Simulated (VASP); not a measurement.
Crystal: As.

```xyz
4
Lattice="1.8150 -5.4800 0.0000 1.8150 5.4800 0.0000 0.0000 0.0000 4.4500" Properties=species:S:1:pos:R:3 pbc="T T T"
As    1.8150    4.4059    4.0495
As    1.8150   -1.0741    2.6255
As    1.8150   -4.4059    0.4005
As    1.8150    1.0741    1.8245
```

- Program: VASP 6.6.1
- Task: relaxation of cell and atoms
- Functional: PBEsol
- Potentials or basis: VASP PAW PBE potentials, release 64 (As)
- Cutoff: 600 eV
- k mesh: 9 × 9 × 7
- Occupations: fermi-dirac, width 0.1 eV
- Spin: no spin polarisation

At the start: pressure 15.5 GPa; volume 22.13 Å³/atom.

How do energy, volume and symmetry change on relaxing?

Over 23 steps the energy falls by 308.0 meV/atom and the volume is 21.76 Å³/atom (-1.7 %); space group Cmce (No. 64, to 0.1 Å) before and after.

Step by step:
| step | energy change (eV) | largest force (eV/Å) | pressure (GPa) | volume (Å³) |
| --- | --- | --- | --- | --- |
| 1 | 0.0000 | 3.1471 | 15.55 | 88.52 |
| 2 | -0.1663 | 1.3471 | -10.00 | 118.98 |
| 3 | -1.0326 | 0.4134 | -2.13 | 102.54 |
| 4 | -1.0350 | 0.4917 | -1.62 | 101.90 |
| 5 | -1.0351 | 0.5282 | -1.40 | 101.62 |
| 6 | -1.1114 | 0.3105 | -1.08 | 99.25 |
| 7 | -1.1455 | 0.2019 | -0.68 | 96.66 |
| 8 | -1.1457 | 0.2113 | -0.63 | 96.41 |
| 9 | -1.1615 | 0.1699 | 0.09 | 94.41 |
| 10 | -1.1632 | 0.2253 | 0.45 | 93.52 |
| 11 | -1.1742 | 0.2035 | 0.31 | 92.92 |
| 12 | -1.2016 | 0.1514 | -0.03 | 91.10 |
| 13 | -1.2260 | 0.1755 | -0.37 | 87.43 |
| 14 | -1.2303 | 0.0396 | 0.34 | 86.48 |
| 15 | -1.2310 | 0.0246 | 0.13 | 86.74 |
| 16 | -1.2314 | 0.0233 | -0.01 | 86.93 |
| 17 | -1.2315 | 0.0262 | -0.16 | 87.13 |
| 18 | -1.2318 | 0.0129 | -0.10 | 87.11 |
| 19 | -1.2319 | 0.0146 | -0.02 | 87.09 |
| 20 | -1.2319 | 0.0186 | 0.00 | 87.08 |
| 21 | -1.2320 | 0.0165 | 0.00 | 87.08 |
| 22 | -1.2321 | 0.0138 | -0.03 | 87.07 |
| 23 | -1.2321 | 0.0024 | 0.01 | 87.03 |

Final structure:
```cif
data_structure
_symmetry_space_group_name_H-M 'P 1'
_symmetry_Int_Tables_number 1
_cell_length_a 5.7513
_cell_length_b 5.7513
_cell_length_c 4.2809
_cell_angle_alpha 90.000
_cell_angle_beta 90.000
_cell_angle_gamma 142.077
_cell_volume 87.03
loop_
_atom_site_label
_atom_site_type_symbol
_atom_site_fract_x
_atom_site_fract_y
_atom_site_fract_z
_atom_site_occupancy
As1 As 0.11225 0.88775 0.94522 1
As2 As 0.61225 0.38775 0.55478 1
As3 As 0.88775 0.11225 0.05478 1
As4 As 0.38775 0.61225 0.44522 1
```

Caveat: the PAW data sets were made with another functional, which shifts forces and pressure a little.
